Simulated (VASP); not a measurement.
Here is a VASP 6.6.1 calculation.

File INCAR:

```
SYSTEM = TiPd2
GGA = PS
ISMEAR = 1
SIGMA = 0.1
LWAVE = .FALSE.
LCHARG = .FALSE.
ISIF = 2
ISYM = 0
PREC = Accurate
LASPH = .TRUE.
LREAL = .FALSE.
ALGO = Normal
EDIFF = 1E-7
NELM = 120
GGA_COMPAT = .FALSE.
ENCUT = 550
```

File KPOINTS:

```
k-points
0
Gamma
  1 1 1
```

The input POSCAR:

```
TiPd2
1.0
   -3.0924632600      3.4149115200      8.6511216400
    3.0924632600     -3.4149115200      8.6511216400
    3.0924632600      3.4149115200     -8.6511216400
Pd Ti
16 8
Direct
    0.1615720000      0.1777950000     -0.0003170000
    0.1683730000      0.1708770000      0.5015920000
    0.1673020000      0.6673860000     -0.0038030000
    0.1776790000      0.6718700000      0.5097580000
    0.6758540000      0.1624160000     -0.0034620000
    0.6647590000      0.1686490000      0.4878470000
    0.6706250000      0.6742450000     -0.0009080000
    0.6698040000      0.6751800000      0.5009140000
    0.3271600000      0.3331370000      0.0023450000
    0.3306470000      0.3288480000      0.5058390000
    0.3334910000      0.8288320000     -0.0001130000
    0.3308070000      0.8244210000      0.5023140000
    0.8298220000      0.3323140000      0.0058550000
    0.8295330000      0.3378680000      0.5064520000
    0.8343780000      0.8320640000      0.0114680000
    0.8299820000      0.8315800000      0.5061540000
    0.0025320000     -0.0033670000      0.0007350000
    0.0016290000     -0.0045500000      0.4870210000
   -0.0045810000      0.5005500000     -0.0104800000
   -0.0043690000      0.4929330000      0.4901550000
    0.5037510000     -0.0101700000     -0.0063670000
    0.4956520000     -0.0035770000      0.4950120000
    0.5053120000      0.5031800000      0.0041350000
    0.4966580000      0.4919410000      0.4939870000
```

Potentials or basis: VASP PAW PBE potentials, release 64 (Pd, Ti_sv).

Run with:

```sh
$ cat potpaw_PBE.64/Pd/POTCAR potpaw_PBE.64/Ti_sv/POTCAR > POTCAR
$ mpirun -np 8 vasp_std > vasp.out
```

Task: What does it give for the largest force?

Result: 0.710 eV/Å.

Task: Predict the pressure.

Result: 0.7 GPa.

Stress tensor (GPa, compression positive):
```
  7.38   0.24   0.09
  0.24  11.21   0.11
  0.09   0.11 -16.59
```

Caveat: the k points lie up to 1.08 Å⁻¹ apart, too coarse for converged energies, forces and pressures; the cell differs from its parent crystal (atoms moved at random); the PAW data sets were made with another functional, which shifts forces and pressure a little.
